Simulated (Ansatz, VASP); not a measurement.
**PbSe: VASP beside Ansatz**

```
CELL_PARAMETERS angstrom
0.00000 3.12339 3.06215
3.12339 0.00000 3.06215
3.12339 3.12339 0.00000
ATOMIC_POSITIONS crystal
Pb 0.00000 0.00000 0.00000
Se 0.50000 0.50000 0.50000
```

Change from the starting cell: equal xx and yy strain of +2 %, crystal datasets.

Alike in both runs: task electric field gradients; functional PBE; k mesh 9 × 9 × 9; occupations fermi-dirac, width 0.01 eV; no spin polarisation.

|  | VASP | Ansatz |
| --- | --- | --- |
| version | VASP 6.6.1 | Ansatz 0.2.0 |
| potentials or method | VASP PAW PBE potentials, release 64 (Pb_d, Se), cutoff 520 eV | all-electron PAW with datasets made for the crystal, scalar-relativistic |

Ansatz gave:

| Item | Value |
| --- | --- |
| gap on the k mesh at the Fermi level (eV) | 0.74 |
| pressure (GPa) | 0.3 |
| traceless stress, the component that is largest in VASP (GPa) | 1.45 |
| size of Vzz on the site where it differs most (V/Å²) | 64.4 |

**Question.** Estimate VASP's values.

**Answer.** gap on the k mesh at the Fermi level (eV): 0.74; pressure (GPa): 0.3; traceless stress, the component that is largest in VASP (GPa): 1.46; size of Vzz on the site where it differs most (V/Å²): 59.3.

Ansatz ran all-electron here, and VASP with PAW potentials.

Neither program's run includes spin-orbit coupling.
